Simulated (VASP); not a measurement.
A run of VASP 6.6.1 is set up as follows.

POSCAR

```
B
1.0
    0.0000000000      1.9701817571      1.9701817571
    1.9701817571      0.0000000000      1.9701817571
    1.9701817571      1.9701817571      0.0000000000
B
2
Direct
    0.0000000000      0.0000000000      0.0000000000
    0.2500000000      0.2500000000      0.2500000000
```

File INCAR.step1:

```
ALGO     = Normal         # electronic algorithm
EDIFF    = 1E-4           # SCF threshold, eV
ENCUT    = 520            # plane-wave cutoff, eV
GGA      = PE             # functional
ISMEAR   = -1             # smearing method
LASPH    = T              # aspherical terms in the spheres
LCHARG   = F              # write CHGCAR
LREAL    = F              # projectors in reciprocal space
LWAVE    = T              # write WAVECAR
NBANDS   = 10             # bands
NELM     = 60             # most SCF steps
PREC     = Accurate       # precision mode
SIGMA    = 0.1            # smearing width, eV
```

The input INCAR.step2:

```
ALGO     = Normal         # electronic algorithm
EDIFF    = 1E-6           # SCF threshold, eV
ENCUT    = 520            # plane-wave cutoff, eV
ISIF     = 2              # what is computed and relaxed
ISMEAR   = -1             # smearing method
ISTART   = 1            
LASPH    = T              # aspherical terms in the spheres
LCHARG   = F              # write CHGCAR
LMIXTAU  = T            
LREAL    = F              # projectors in reciprocal space
LWAVE    = F              # write WAVECAR
METAGGA  = R2SCAN         # meta-GGA
NBANDS   = 10             # bands
NELM     = 60             # most SCF steps
PREC     = Accurate       # precision mode
SIGMA    = 0.1            # smearing width, eV
```

KPOINTS

```
k-points
0
Gamma
  14 14 14
```

Potentials or basis: VASP PAW PBE potentials, release 64 (B).

Command:

```sh
$ cat potpaw_PBE.64/B/POTCAR > POTCAR
$ cp INCAR.step1 INCAR
$ mpirun -np 1 vasp_std > vasp.out
$ cp INCAR.step2 INCAR
$ mpirun -np 1 vasp_std > vasp.out
```

(1) Predict the band gap on the k mesh.

(2) What does it give for the pressure?

## Answers

(1) zero (band 3 reaches 9.04 eV, above the bottom of band 4 at 0.89 eV).

(2) 17.9 GPa.

Caveat: the PAW data sets were made with another functional, which shifts forces and pressure a little.
